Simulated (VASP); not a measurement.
Set up this calculation in VASP 6.6.1, as the native input.

| Quantity | Value |
| --- | --- |
| Task | single point |
| Functional | PBEsol |
| Potentials or basis | VASP PAW PBE potentials, release 64 (Hf_pv) |
| Cutoff | 500 eV |
| k mesh | 20 × 20 × 20 |
| Occupations | gaussian, width 0.15 eV |
| Spin | no spin polarisation |
| Dipole correction | no |
| Further INCAR settings | ALGO = Normal; EDIFF = 1e-06; NBANDS = 11 |

The structure of Hf lies in POSCAR:

```
Hf
1.0
    0.8680474153      2.7281490196      2.7281490196
    2.7281490196      0.8680474153      2.7281490196
    2.7281490196      2.7281490196      0.8680474153
Hf
1
Direct
    0.0000000000      0.0000000000      0.0000000000
```

This cell differs from its parent crystal: ratio of the length along [111] to the lengths across it x 1.7, volume and fractional coordinates fixed.

These files were run (other wordings do the same):

INCAR

```
  PREC = Accurate
  ENCUT = 500
  EDIFF = 1E-6
  ISMEAR = 0
  SIGMA = 0.15
  LREAL = F
  LASPH = T
  NELM = 120
  ALGO = Normal
  ISIF = 2
  LWAVE = F
  LCHARG = T
  GGA = PS
  LELF = T
  LVHAR = T
  NBANDS = 11
  GGA_COMPAT = F
```

KPOINTS

```
Automatic mesh
0
Gamma
  20 20 20
```

Potentials or basis: VASP PAW PBE potentials, release 64 (Hf_pv).

The run is started by

```console
$ cat potpaw_PBE.64/Hf_pv/POTCAR > POTCAR
$ mpirun -np 1 vasp_std > vasp.out
```

Results of the run:

The pressure is 18.4 GPa. The band gap on the k mesh is zero (band 5 reaches 4.79 eV, above the bottom of band 6 at 3.88 eV).

Caveat: the PAW data sets were made with another functional, which shifts forces and pressure a little; spin-orbit coupling is left out, which moves the levels of the heavy elements.

Wall time 2.5 min on 1 thread of Intel(R) Xeon(R) 6975P-C (Granite Rapids), on a shared host, peak memory 0.32 GiB.
